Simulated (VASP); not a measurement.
Wanted: the native input for a VASP 6.6.1 run.

```yaml
Task: single point
Functional: PBE
Potentials_or_basis: VASP PAW PBE potentials, release 64 (V_sv, H)
Cutoff: 520 eV
k_mesh: 6 × 6 × 6
Occupations: gaussian, width 0.1 eV
Spin: collinear spin, ferromagnetic start
Starting_moments: "[1.95, 1.95, 0.0, 0.0, 0.0, 0.0, 0.0, 0.0] μB"
Dipole_correction: no
Further_INCAR_settings: ALGO = Normal; EDIFF = 1e-07; NBANDS = 30
```

The structure of VH3 lies in POSCAR:

```
VH3
1.0
    4.1742655164      0.0000000000      0.0000000000
   -2.0871327582      3.6150199794      0.0000000000
    0.0000000000      0.0000000000      2.8891790257
V H
2 6
Direct
    0.3333333333      0.6666666667      0.2500000000
    0.6666666667      0.3333333333      0.7500000000
    0.8242355396      0.6484710793      0.2500000000
    0.1757644604      0.8242355396      0.7500000000
    0.3515289207      0.1757644604      0.2500000000
    0.1757644604      0.3515289207      0.7500000000
    0.8242355396      0.1757644604      0.2500000000
    0.6484710793      0.8242355396      0.7500000000
```

These files were run (other wordings do the same):

INCAR

```
SYSTEM = VH3
PREC = Accurate ; ENCUT = 520
EDIFF = 1E-7 ; ISMEAR = 0
SIGMA = 0.1 ; LREAL = .False.
LASPH = .True. ; NELM = 150
ALGO = Normal ; ISIF = 2
LWAVE = .False. ; LCHARG = .False.
ISPIN = 2 ; MAGMOM = 1.95 1.95 0 0 0 0 0 0
LORBIT = 11 ; LMAXMIX = 4
GGA = PE ; NBANDS = 30
```

KPOINTS

```
regular mesh
0
Gamma
  6 6 6
  0 0 0
```

Potentials or basis: VASP PAW PBE potentials, release 64 (V_sv, H).

Command:

```bash
$ cat potpaw_PBE.64/V_sv/POTCAR potpaw_PBE.64/H/POTCAR > POTCAR
$ mpirun -np 1 vasp_std > vasp.out
```

Results of the run:

* Pressure: 0.0 GPa
* Largest force: 0.017 eV/Å
* Band gap on the k mesh: zero (filled and empty bands overlap)
* Net moment: 0.00 μB per cell
* Valence electrons inside the program's atomic spheres: V 11.67; H 0.54

Caveat: the k points lie up to 0.36 Å⁻¹ apart, too coarse for converged energies and pressures of a metal.

It took 2.3 min on 1 thread of Intel Xeon 8259CL, on a shared host, peak memory 0.21 GiB.
